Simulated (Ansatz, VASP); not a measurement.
**One calculation of PbO, two programs**

Contents of INCAR:

```
SYSTEM = PbO
PREC = Accurate
ENCUT = 520
EDIFF = 1E-7
ISMEAR = 0
SIGMA = 0.02
LREAL = .False.
LASPH = .True.
NELM = 80
ALGO = Normal
ISIF = 2
LWAVE = .False.
LCHARG = .False.
LDIPOL = .True.
IDIPOL = 3
DIPOL = 0.5 0.5 0.500
GGA = PE
IVDW = 12
NBANDS = 28
```

Contents of KPOINTS:

```
regular mesh
0
Gamma
  6 6 1
  0 0 0
```

POSCAR

```
PbO
1.0
    3.9050000000      0.0000000000      0.0000000000
    0.0000000000      3.9050000000      0.0000000000
    0.0000000000      0.0000000000     30.7493267952
Pb O
2 2
Direct
    0.5000000000      0.0000000000      0.4648284983
    0.0000000000      0.5000000000      0.5351715017
    0.0000000000      0.0000000000      0.5000000000
    0.5000000000      0.5000000000      0.5000000000
```

Input for Ansatz:

```yaml
crystal:
  lattice:
    - [3.905, 0.0, 0.0]
    - [0.0, 3.905, 0.0]
    - [0.0, 0.0, 30.7493267952]
  atoms:
    - { symbol: Pb, position: [0.5, 0.0, 0.4648284983] }
    - { symbol: O, position: [0.0, 0.0, 0.5] }
    - { symbol: O, position: [0.5, 0.5, 0.5] }
    - { symbol: Pb, position: [0.0, 0.5, 0.5351715017] }
  periodic: [true, true, false]
basis:
  ecutwfc: 420
kpoints:
  mp_grid: { grid: [6, 6, 1] }
hamiltonian:
  xc: pbe
  dispersion: d3bj
scf:
  occupations: { method: gaussian, width: 0.02 }
output:
  forces: true
  stress: true
  eigenvalues: true
```

Alike in both runs: task single point; functional PBE; dispersion D3(BJ); k mesh 6 × 6 × 1; occupations gaussian, width 0.02 eV; no spin polarisation.

|  | VASP | Ansatz |
| --- | --- | --- |
| version | VASP 6.6.1 | Ansatz 0.2.0 |
| potentials or method | VASP PAW PBE potentials, release 64 (Pb_d, O), cutoff 520 eV | scalar-relativistic, plane waves, PAW |
| valence electrons in the cell | 40 | 40 |

VASP gave:

```
gap on the k mesh at the Fermi level (eV) : 2.32
least direct gap on the mesh (eV)         : 2.32
rms of the force components (eV/Å)        : 1.271
```

Question: Which values does Ansatz return?

Answer: gap on the k mesh at the Fermi level (eV): 2.36; least direct gap on the mesh (eV): 2.36; rms of the force components (eV/Å): 1.246.

Spin-orbit coupling is off throughout.
